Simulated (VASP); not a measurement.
# Sn: single point with PBE

Sn:

```
Sn
1.0
    -2.94014    2.94014    1.59930
     2.94014   -2.94014    1.59930
     2.94014    2.94014   -1.59930
Sn
2
Direct
  0.00000 0.00000 0.00000
  0.75000 0.25000 0.50000
```

```
Program             : VASP 6.6.1
Task                : single point
Functional          : PBE
Potentials or basis : VASP PAW PBE potentials, release 64 (Sn_d)
Cutoff              : 520 eV
k mesh              : 9 × 9 × 9
Occupations         : gaussian, width 0.022 eV
Spin                : no spin polarisation
```

```yaml
Pressure: 1.4 GPa
Band_gap_on_the_k_mesh: zero (band 14 reaches 8.97 eV, above the bottom of band 15 at 5.01 eV)
```

Stress tensor (GPa, compression positive):
```
1.48 0.00 0.00
0.00 1.48 0.00
0.00 0.00 1.16
```

Levels at points of the mesh, in eV from the Fermi level:
| k point | band 11 | band 12 | band 13 | band 14 | band 15 | band 16 | band 17 | band 18 |
| --- | --- | --- | --- | --- | --- | --- | --- | --- |
| (0.00, 0.00, 0.00) | -11.00 | -3.71 | -1.94 | -1.94 | 2.99 | 6.11 | 6.11 | 6.74 |

It took 26 s on 1 thread of Intel(R) Xeon(R) 6975P-C (Granite Rapids), on a shared host, peak memory 0.23 GiB.

Caveat: spin-orbit coupling is left out, which moves the levels of the heavy elements.
